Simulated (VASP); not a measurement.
# Ti6C: single point with PBE

Ti6C, a slab with vacuum:

```
Ti C
1.0
     2.83197    0.00000    0.00000
     0.00000    4.57935    0.00000
     0.00000    0.00000   22.05069
Ti C
6 1
Cartesian
  1.4160 0.0000 4.0000
  0.0000 2.2897 5.3219
  1.4160 0.0000 6.6439
  1.4160 2.2897 7.9952
  0.0000 0.0000 9.2793
  1.4160 2.2897 10.5507
  2.3600 3.6635 11.0012
```

```json
{
 "Program": "VASP 6.6.1",
 "Task": "single point",
 "Functional": "PBE",
 "Potentials or basis": "VASP PAW PBE potentials, release 64 (Ti_sv, C)",
 "Cutoff": "520 eV",
 "k mesh": "9 × 6 × 1",
 "Occupations": "gaussian, width 0.1 eV",
 "Spin": "no spin polarisation",
 "Dipole correction": "yes",
 "Further INCAR settings": "ALGO = Normal; EDIFF = 1e-06; NBANDS = 47"
}
```

* Largest force: 3.861 eV/Å
* Band gap on the k mesh: zero (bands 38 and 39 overlap by 0.26 eV)

Forces in eV/Å, atoms in the order of the input:
```
Ti  -0.014  0.070  0.325
Ti   0.019 -0.095  0.160
Ti  -0.013  0.007 -0.435
Ti   0.001 -0.174 -1.026
Ti   0.388 -0.641  0.069
Ti  -2.726 -2.233  0.876
C    2.347  3.066  0.031
```

Levels at points of the mesh, in eV from the Fermi level:
```
           k point  band 36  band 37  band 38  band 39  band 40  band 41
(0.00, 0.00, 0.00)    -0.42    -0.30    -0.10     0.11     0.18     0.35
(0.00, 0.50, 0.00)    -0.41    -0.25    -0.21     0.17     0.29     0.45
```

Run time: 22 min on 1 thread of Intel Xeon 8259CL, with other jobs on the host, peak memory 0.53 GiB.
